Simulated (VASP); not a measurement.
Write the native input for VASP 6.6.1 that does the following.

* Task: single point
* Functional: PBEsol
* Potentials or basis: VASP PAW PBE potentials, release 64 (Al, Ni)
* Cutoff: 600 eV
* k mesh: 18 × 18 × 18
* Occupations: gaussian, width 0.15 eV
* Spin: no spin polarisation
* Dipole correction: no
* Further INCAR settings: ALGO = Normal; EDIFF = 1e-06; NBANDS = 21

The structure of AlNi lies in POSCAR:

```
AlNi
1.0
   -2.8621655520      0.0000000000     -2.8621655520
    0.0000000000     -2.8621655520     -2.8621655520
   -2.8621655520     -2.8621655520      0.0000000000
Al Ni
2 2
Direct
    0.5000000000      0.5000000000      0.5741159204
    0.0000000000      0.0000000000     -0.0741159204
    0.2500000000      0.2500000000      0.2500000000
    0.7500000000      0.7500000000      0.7500000000
```

This cell differs from its parent crystal: atoms displaced along a vibrational mode.

One way to write it, as run:

INCAR

```
SYSTEM = AlNi
PREC     = Accurate       ! precision mode
ENCUT    = 600            ! plane-wave cutoff, eV
EDIFF    = 1E-6           ! SCF threshold, eV
ISMEAR   = 0              ! smearing method
SIGMA    = 0.15           ! smearing width, eV
LREAL    = .FALSE.        ! projectors in reciprocal space
LASPH    = .TRUE.         ! aspherical terms in the spheres
NELM     = 120            ! most SCF steps
ALGO     = Normal         ! electronic algorithm
ISIF     = 2              ! what is computed and relaxed
LWAVE    = .FALSE.        ! write WAVECAR
LCHARG   = .FALSE.        ! write CHGCAR
GGA      = PS             ! functional
NBANDS   = 21             ! bands
GGA_COMPAT= .FALSE.
```

KPOINTS

```
regular mesh
0
G
  18 18 18
  0 0 0
```

Potentials or basis: VASP PAW PBE potentials, release 64 (Al, Ni).

Command:

```console
$ cat potpaw_PBE.64/Al/POTCAR potpaw_PBE.64/Ni/POTCAR > POTCAR
$ mpirun -np 1 vasp_std > vasp.out
```

Results of the run:

```yaml
Pressure: 10.3 GPa
Largest_force: 4.018 eV/Å
Band_gap_on_the_k_mesh: zero (bands 13 and 14 overlap by 2.45 eV)
```

Caveat: the cell differs from its parent crystal (atoms displaced along a vibrational mode); the cell stands under pressure; the PAW data sets were made with another functional, which shifts forces and pressure a little.

It took 19 min on 1 thread of Oxide Virtual Turin-like Processor, with other jobs on the host, peak memory 0.89 GiB.
